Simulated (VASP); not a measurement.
Set up this calculation in VASP 6.6.1, as the native input.

```yaml
Task: relaxation of cell and atoms
Functional: PBE
Potentials_or_basis: VASP PAW PBE potentials, release 64 (Na_pv, Rh_pv)
Cutoff: 600 eV
k_mesh: 3 × 3 × 6
Occupations: gaussian, width 0.1 eV
Spin: no spin polarisation
Dipole_correction: no
Further_INCAR_settings: ALGO = Fast; EDIFF = 1e-07; IBRION = 2; EDIFFG = -0.04; NSW = 90; ISIF = 3
```

The structure of Na3Rh lies in POSCAR:

```
Na3Rh
1.0
    7.8516456878      0.0000000000      0.0000000000
   -3.9258228439      6.7997246272      0.0000000000
    0.0000000000      0.0000000000      2.7961861762
Na Rh
3 1
Direct
    0.8154125928      0.1845874072      0.0000000000
    0.8154125928      0.6308251856      0.0000000000
    0.3691748144      0.1845874072      0.0000000000
    0.0000000000      0.0000000000      0.5000000000
```

One way to write it, as run:

INCAR

```
PREC     = Accurate       # precision mode
ENCUT    = 600            # plane-wave cutoff, eV
EDIFF    = 1E-7           # SCF threshold, eV
ISMEAR   = 0              # smearing method
SIGMA    = 0.1            # smearing width, eV
LREAL    = False          # projectors in reciprocal space
LASPH    = True           # aspherical terms in the spheres
NELM     = 60             # most SCF steps
ALGO     = Fast           # electronic algorithm
ISIF     = 3              # what is computed and relaxed
LWAVE    = False          # write WAVECAR
LCHARG   = False          # write CHGCAR
GGA      = PE             # functional
IBRION   = 2              # ionic algorithm
NSW      = 90             # ionic steps
EDIFFG   = -0.04          # ionic threshold
```

KPOINTS

```
Automatic mesh
0
Gamma
  3 3 6
```

Potentials or basis: VASP PAW PBE potentials, release 64 (Na_pv, Rh_pv).

The run is started by

```console
$ cat potpaw_PBE.64/Na_pv/POTCAR potpaw_PBE.64/Rh_pv/POTCAR > POTCAR
$ mpirun -np 1 vasp_std > vasp.out
```

Results of the run:

```
Relaxed volume                         : 38.23 Å³/atom
Relaxed cell                           : a = 7.779 Å, b = 7.779 Å, c = 2.918 Å, α = 90.00°, β = 90.00°, γ = 120.00°
Space group after relaxing (to 0.05 Å) : P-6m2 (No. 187)
Energy gained by relaxing              : 6.8 meV/atom
Ionic steps                            : 6
Pressure after relaxing                : 0.1 GPa
Largest force after relaxing           : 0.027 eV/Å
Band gap on the k mesh                 : zero (band 18 reaches 2.31 eV, above the bottom of band 19 at -0.09 eV)
```

Caveat: the k points lie up to 0.36 Å⁻¹ apart in the final cell.

Wall time 4 min on 1 thread of Intel(R) Xeon(R) Platinum 8488C (Sapphire Rapids), on a shared host, peak memory 0.33 GiB.
